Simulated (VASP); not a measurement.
# Be (I4/mmm) in VASP: further runs, part 2 of 2

VASP 6.6.1. Earlier steps stand in the parts before.

### 3 Single point, PBE+D3(BJ) (volume scaled by 1.06, then relaxed in part)

INCAR

```
ALGO = Normal ; EDIFF = 1E-6
ENCUT = 520 ; GGA = PE
ISIF = 2 ; ISMEAR = 0
IVDW = 12 ; LASPH = True
LCHARG = True ; LELF = True
LREAL = False ; LVHAR = True
LWAVE = False ; NBANDS = 12
NELM = 100 ; PREC = Accurate
SIGMA = 0.1
```

KPOINTS

```
k-points
0
Gamma
  16 12 12
```

POSCAR

```
Be
1.0
    2.5307238275      0.0000000000      0.0000000000
    0.0000000000      3.5067637530      0.0000000000
    0.0000000000      0.0000000000      3.5067637530
Be
4
Direct
    0.7500000000      0.7500000000      0.7500000000
    0.2500000000      0.2500000000      0.7500000000
    0.2500000000      0.7500000000      0.2500000000
    0.7500000000      0.2500000000      0.2500000000
```

Potentials or basis: VASP PAW PBE potentials, release 64 (Be).

Started as:

```console
> cat potpaw_PBE.64/Be/POTCAR > POTCAR
> mpirun -np 1 vasp_std > vasp.out
```

OUTCAR:

```text
EDIFF = 1E-6
   ENCUT = 520
   GGA = PE
   ISIF = 2
   ISMEAR = 0
   IVDW = 12
   LASPH = True
   LREAL = False
   NELM = 100
   PREC = Accurate
 IVDW          = 12

 ion  position               nearest neighbor table
   1  0.750  0.750  0.750-   2 2.16   3 2.16   3 2.16   2 2.16   2 2.16   3 2.16   3 2.16   2 2.16

   2  0.250  0.250  0.750-   1 2.16   4 2.16   4 2.16   1 2.16   1 2.16   4 2.16   4 2.16   1 2.16

   3  0.250  0.750  0.250-   1 2.16   4 2.16   1 2.16   4 2.16   1 2.16   4 2.16   1 2.16   4 2.16
[... 584 lines left out ...]

  FORCE on cell =-STRESS in cart. coord.  units (eV):
  Direction    XX          YY          ZZ          XY          YZ          ZX
  --------------------------------------------------------------------------------------
  -------------------------------------------------------------------------------------
  Total      -1.34160    -1.36666    -1.36666     0.00000     0.00000     0.00000
  in kB     -69.06768   -70.35784   -70.35784     0.00000     0.00000     0.00000
  external pressure =      -69.93 kB  Pullay stress =        0.00 kB

 VOLUME and BASIS-vectors are now :
 -----------------------------------------------------------------------------
  energy-cutoff  :      520.00
  volume of cell :       31.12
      direct lattice vectors                 reciprocal lattice vectors
     2.530723828  0.000000000  0.000000000     0.395143867  0.000000000  0.000000000
     0.000000000  3.506763753  0.000000000     0.000000000  0.285163208  0.000000000
     0.000000000  0.000000000  3.506763753     0.000000000  0.000000000  0.285163208

 POSITION                                       TOTAL-FORCE (eV/Angst)
 -----------------------------------------------------------------------------------
      1.89804      2.63007      2.63007         0.000000      0.000000     -0.000000
      0.63268      0.87669      2.63007         0.000000     -0.000000     -0.000000
      0.63268      2.63007      0.87669        -0.000000      0.000000      0.000000
      1.89804      0.87669      0.87669        -0.000000      0.000000      0.000000
 -----------------------------------------------------------------------------------
    total drift:                               -0.000000     -0.000000     -0.000000

  FREE ENERGIE OF THE ION-ELECTRON SYSTEM (eV)
  ---------------------------------------------------
  free  energy   TOTEN  =       -16.1123221843 eV

  energy  without entropy=      -16.1095936778  energy(sigma->0) =      -16.11095793
```

OSZICAR:

```text
N       E                     dE             d eps       ncg     rms          rms(c)
DAV:   1     0.677451821083E+00    0.67745E+00   -0.33509E+03  6048   0.560E+02
DAV:   2    -0.144183624411E+02   -0.15096E+02   -0.14477E+02  7988   0.100E+02
DAV:   3    -0.147911598192E+02   -0.37280E+00   -0.36973E+00  8328   0.109E+01
DAV:   4    -0.147923111104E+02   -0.11513E-02   -0.11508E-02  7104   0.674E-01
DAV:   5    -0.147923153360E+02   -0.42256E-05   -0.42260E-05  7928   0.345E-02    0.158E+00
DAV:   6    -0.147036816549E+02    0.88634E-01   -0.10057E-02  6812   0.114E+00    0.974E-01
DAV:   7    -0.146691278094E+02    0.34554E-01   -0.99095E-03  6568   0.119E+00    0.369E-02
DAV:   8    -0.146690265475E+02    0.10126E-03   -0.34203E-05  7744   0.598E-02    0.144E-02
DAV:   9    -0.146690278667E+02   -0.13191E-05   -0.38532E-06  7536   0.159E-02    0.594E-04
DAV:  10    -0.146690277844E+02    0.82260E-07   -0.48810E-09  4860   0.804E-04
   1 F= -.16112322E+02 E0= -.16110958E+02  d E =-.272851E-02
```

It took 38 s on 1 thread of Intel Xeon Platinum 8488C (Sapphire Rapids), shared host; peak memory 0.2 GiB.

Results:

```
Free energy                : -16.1123 eV
Pressure                   : -7.0 GPa
Band gap on the k mesh     : zero (band 4 reaches 9.24 eV, above the bottom of band 5 at 6.82 eV)
Dispersion energy per atom : -0.361 eV
```

Levels at points of the mesh, in eV from the Fermi level:
```csv
k point,band 1,band 2,band 3,band 4,band 5,band 6,band 7,band 8
"(0.00, 0.00, 0.00)",-12.35,-5.20,-5.20,0.54,0.54,3.42,4.22,4.22
"(0.50, 0.00, 0.00)",-7.98,-7.98,0.51,0.51,0.51,0.51,0.66,0.66
"(0.00, 0.50, 0.00)",-10.12,-10.12,-2.29,-2.29,1.53,1.53,6.24,6.24
"(0.50, 0.50, 0.00)",-5.87,-5.87,-5.87,-5.87,3.37,3.37,3.37,3.37
"(0.00, 0.50, 0.50)",-7.81,-7.81,-7.81,-7.81,9.03,9.03,9.03,9.03
"(0.50, 0.50, 0.50)",-5.36,-5.36,-5.36,-5.36,0.28,0.28,0.28,0.28
```

Caveat: pairwise dispersion overbinds metals, which lowers pressure and volume.

### 4 Single point, PBE+D3(BJ) (volume scaled by 1.10, then relaxed in part)

INCAR

```
SYSTEM = Be
PREC = Accurate ; ENCUT = 520
EDIFF = 1E-6 ; ISMEAR = 0
SIGMA = 0.1 ; LREAL = .False.
LASPH = .True. ; NELM = 100
ALGO = Normal ; ISIF = 2
LWAVE = .False. ; LCHARG = .False.
GGA = PE ; IVDW = 12
NBANDS = 12
```

KPOINTS

```
regular mesh
0
Gamma
  16 12 12
  0 0 0
```

POSCAR

```
Be
1.0
    2.5640643957      0.0000000000      0.0000000000
    0.0000000000      3.5490149748      0.0000000000
    0.0000000000      0.0000000000      3.5490149748
Be
4
Direct
    0.7500000000      0.7500000000      0.7500000000
    0.2500000000      0.2500000000      0.7500000000
    0.2500000000      0.7500000000      0.2500000000
    0.7500000000      0.2500000000      0.2500000000
```

Started as:

```console
> cat potpaw_PBE.64/Be/POTCAR > POTCAR
> mpirun -np 1 vasp_std > vasp.out
```

It took 40 s on 1 thread of Intel Xeon Platinum 8488C (Sapphire Rapids), shared host; peak memory 0.2 GiB.

It converged, with:

```yaml
Free_energy: -16.0466 eV
Pressure: -10.8 GPa
Band_gap_on_the_k_mesh: zero (band 4 reaches 8.82 eV, above the bottom of band 5 at 6.54 eV)
Dispersion_energy_per_atom: -0.347 eV
```

Stress tensor (GPa, compression positive):
```
-10.77   0.00   0.00
  0.00 -10.88   0.00
  0.00   0.00 -10.88
```

Levels at points of the mesh, in eV from the Fermi level:
```
           k point  band 2  band 3  band 4  band 5  band 6  band 7
(0.00, 0.00, 0.00)   -5.05   -5.05    0.43    0.43    3.29    4.11
(0.50, 0.00, 0.00)   -7.84    0.50    0.50    0.50    0.50    0.66
(0.00, 0.50, 0.00)   -9.93   -2.21   -2.21    1.45    1.45    6.04
(0.50, 0.50, 0.00)   -5.75   -5.75   -5.75    3.29    3.29    3.29
(0.00, 0.50, 0.50)   -7.65   -7.65   -7.65    8.76    8.76    8.76
(0.50, 0.50, 0.50)   -5.22   -5.22   -5.22    0.16    0.16    0.16
```

Caveat: pairwise dispersion overbinds metals, which lowers pressure and volume.

### 5 The runs side by side

| cell | gap on the mesh (eV) | pressure (GPa) |
| --- | --- | --- |
| a = 2.457, b = 3.405, c = 3.405 Å, 4 atoms | none | 4.5 |
| a = 2.531, b = 3.507, c = 3.507 Å, 4 atoms | none | -7.0 |
| a = 2.564, b = 3.549, c = 3.549 Å, 4 atoms | none | -10.8 |

Alike in all rows: task single point; level PBE+D3(BJ); potentials or basis VASP PAW PBE potentials, release 64 (Be); no spin polarisation; k mesh 16 × 12 × 12; cutoff (eV) 520; smearing gaussian 0.1 eV.

Caveats: pairwise dispersion overbinds metals, which lowers pressure and volume.

Total energies depend on the potentials used, so only differences within one code and one set of settings carry meaning.
